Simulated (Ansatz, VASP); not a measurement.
Two plane-wave programs on HfPb4O

The input INCAR:

```
  ALGO = Normal
  EDIFF = 1E-6
  ENCUT = 520
  GGA = PE
  ISIF = 2
  ISMEAR = 0
  LASPH = True
  LCHARG = False
  LREAL = False
  LWAVE = False
  NBANDS = 45
  NELM = 60
  PREC = Accurate
  SIGMA = 0.1
```

File KPOINTS:

```
k-points
0
Gamma
  4 4 4
```

The input POSCAR:

```
HfPb4O
1.0
    0.0000000000      4.1098722200      4.1098722200
    4.1098722200      0.0000000000      4.1098722200
    4.1098722200      4.1098722200      0.0000000000
Hf Pb O
1 4 1
Direct
    0.0000000000      0.0000000000      0.0000000000
    0.8715317200      0.3761560900      0.3761560900
    0.3761560900      0.3761560900      0.3761560900
    0.3761560900      0.8715317200      0.3761560900
    0.3761560900      0.3761560900      0.8715317200
    0.7500000000      0.7500000000      0.7500000000
```

Input for Ansatz:

```yaml
crystal:
  lattice:
    - [0.0, 4.10987222, 4.10987222]
    - [4.10987222, 0.0, 4.10987222]
    - [4.10987222, 4.10987222, 0.0]
  atoms:
    - { symbol: Hf, position: [0.0, 0.0, 0.0] }
    - { symbol: Pb, position: [0.87153172, 0.37615609, 0.37615609] }
    - { symbol: Pb, position: [0.37615609, 0.37615609, 0.37615609] }
    - { symbol: Pb, position: [0.37615609, 0.87153172, 0.37615609] }
    - { symbol: Pb, position: [0.37615609, 0.37615609, 0.87153172] }
    - { symbol: O, position: [0.75, 0.75, 0.75] }
basis:
  ecutwfc: 420
kpoints:
  mp_grid: { grid: [4, 4, 4] }
hamiltonian:
  xc: pbe
scf:
  occupations: { method: gaussian, width: 0.1 }
  lower_state_search: "off"
output:
  forces: true
  stress: true
  eigenvalues: true
```

Change from the starting cell: species swapped into the TbCu4Ag type (F-43m, No. 216).

Alike in both runs: task single point; functional PBE; k mesh 4 × 4 × 4; occupations gaussian, width 0.1 eV; no spin polarisation.

```csv
,VASP,Ansatz
version,VASP 6.6.1,Ansatz 0.2.0
potentials or method,"VASP PAW PBE potentials, release 64 (Hf_pv, Pb_d, O), cutoff 520 eV","scalar-relativistic, plane waves, PAW"
valence electrons in the cell,72,88
```

```tsv
	VASP	Ansatz	Ansatz less VASP
gap on the k mesh at the Fermi level (eV)	none	none	-
pressure (GPa)	13.5	13.7	+0.20
rms of the force components (eV/Å)	0.230	0.228	-0.0018
```

Atom by atom the forces differ by 0.002 eV/Å (rms over components). A gap of «none» marks a metal or a gap that the smearing closes. The functional is the same, so the differences come from potentials, cutoffs and numerics. VASP's potentials hold 72 valence electrons a cell and Ansatz's 88, so a difference there can come from the potentials and not from the codes.

Spin-orbit coupling is off throughout.
